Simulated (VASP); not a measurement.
Set up this calculation in VASP 6.6.1, as the native input.

* Task: single point
* Functional: r2SCAN
* Potentials or basis: VASP PAW PBE potentials, release 64 (W_sv, C)
* Cutoff: 520 eV
* k mesh: 18 × 18 × 16
* Occupations: gaussian, width 0.15 eV
* Spin: no spin polarisation
* Dipole correction: no
* Further INCAR settings: ALGO = Normal; EDIFF = 1e-06; NBANDS = 16

WC:

```xyz
2
Lattice="2.9005 0.0000 0.0000 -1.4503 2.5119 0.0000 0.0000 0.0000 2.8290" Properties=species:S:1:pos:R:3 pbc="T T T"
W     0.0177    0.0177    0.0000
C     1.4503    0.8373    1.4145
```

This cell differs from its parent crystal: all W atoms moved +0.025 Å, as atom 1 along Cartesian [1 1 0].

These files were run (other wordings do the same):

POSCAR

```
WC
1.0
    2.9005014360      0.0000000000      0.0000000000
   -1.4502507180      2.5119079273      0.0000000000
    0.0000000000      0.0000000000      2.8290000000
W C
1 1
Direct
    0.0096134677      0.0070375468      0.0000000000
    0.6666666667      0.3333333333      0.5000000000
```

INCAR.step1

```
SYSTEM = WC
ALGO = Normal ; EDIFF = 1E-4
ENCUT = 520 ; GGA = PE
ISMEAR = 0 ; LASPH = .TRUE.
LCHARG = .FALSE. ; LREAL = .FALSE.
LWAVE = .TRUE. ; NBANDS = 16
NELM = 100 ; PREC = Accurate
SIGMA = 0.15
```

INCAR.step2

```
SYSTEM = WC
ALGO = Normal ; EDIFF = 1E-6
ENCUT = 520 ; ISIF = 2
ISMEAR = 0 ; ISTART = 1
LASPH = .TRUE. ; LCHARG = .FALSE.
LMIXTAU = .TRUE. ; LREAL = .FALSE.
LWAVE = .FALSE. ; METAGGA = R2SCAN
NBANDS = 16 ; NELM = 100
PREC = Accurate ; SIGMA = 0.15
```

KPOINTS

```
k-points
0
G
  18 18 16
  0 0 0
```

Potentials or basis: VASP PAW PBE potentials, release 64 (W_sv, C).

The run is started by

```sh
$ cat potpaw_PBE.64/W_sv/POTCAR potpaw_PBE.64/C/POTCAR > POTCAR
$ cp INCAR.step1 INCAR
$ mpirun -np 1 vasp_std > vasp.out
$ cp INCAR.step2 INCAR
$ mpirun -np 1 vasp_std > vasp.out
```

It gave:

```
Pressure               : 6.4 GPa
Largest force          : 0.415 eV/Å
Band gap on the k mesh : zero (bands 9 and 10 overlap by 1.32 eV)
```

Caveat: the cell differs from its parent crystal (all W atoms moved +0.025 Å, as atom 1 along Cartesian [1 1 0]); the cell stands under pressure; the PAW data sets were made with another functional, which shifts forces and pressure a little; spin-orbit coupling is left out, which moves the levels of the heavy elements.

Run time: 16 min on 1 thread of Intel(R) Xeon(R) Platinum 8375C CPU @ 2.90GHz (Ice Lake), on a shared host, peak memory 0.56 GiB.
